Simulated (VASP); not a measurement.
A run of VASP 6.6.1:

File POSCAR:

```
HfB
1.0
    0.0000000000      2.2944961772      2.2944961772
    2.2944961772      0.0000000000      2.2944961772
    2.2944961772      2.2944961772      0.0000000000
Hf B
1 1
Direct
    0.5000000000      0.5000000000      0.5000000000
    0.0000000000      0.0000000000      0.0000000000
```

File INCAR.step1:

```
ALGO = Normal ; EDIFF = 1E-4
ENCUT = 520 ; GGA = PE
ISMEAR = -1 ; LASPH = T
LCHARG = F ; LREAL = F
LWAVE = T ; NBANDS = 14
NELM = 60 ; PREC = Accurate
SIGMA = 0.05
```

Contents of INCAR.step2:

```
ALGO = Normal ; EDIFF = 1E-6
ENCUT = 520 ; ISIF = 2
ISMEAR = -1 ; ISTART = 1
LASPH = T ; LCHARG = T
LELF = T ; LMIXTAU = T
LREAL = F ; LVHAR = T
LWAVE = F ; METAGGA = R2SCAN
NBANDS = 14 ; NELM = 60
PREC = Accurate ; SIGMA = 0.05
```

File KPOINTS:

```
k-points
0
Gamma
  10 10 10
```

Potentials or basis: VASP PAW PBE potentials, release 64 (Hf_pv, B).

Launch:

```sh
$ cat potpaw_PBE.64/Hf_pv/POTCAR potpaw_PBE.64/B/POTCAR > POTCAR
$ cp INCAR.step1 INCAR
$ mpirun -np 1 vasp_std > vasp.out
$ cp INCAR.step2 INCAR
$ mpirun -np 1 vasp_std > vasp.out
```

Hardware: 1 thread of Intel(R) Xeon(R) 6975P-C (Granite Rapids), on a shared host.

**Question.** How long does it take, and how much memory?

**Answer.** Run time: 21 s on 1 thread of Intel(R) Xeon(R) 6975P-C (Granite Rapids), with other jobs on the host, peak memory 0.15 GiB. Counts: k points 47.
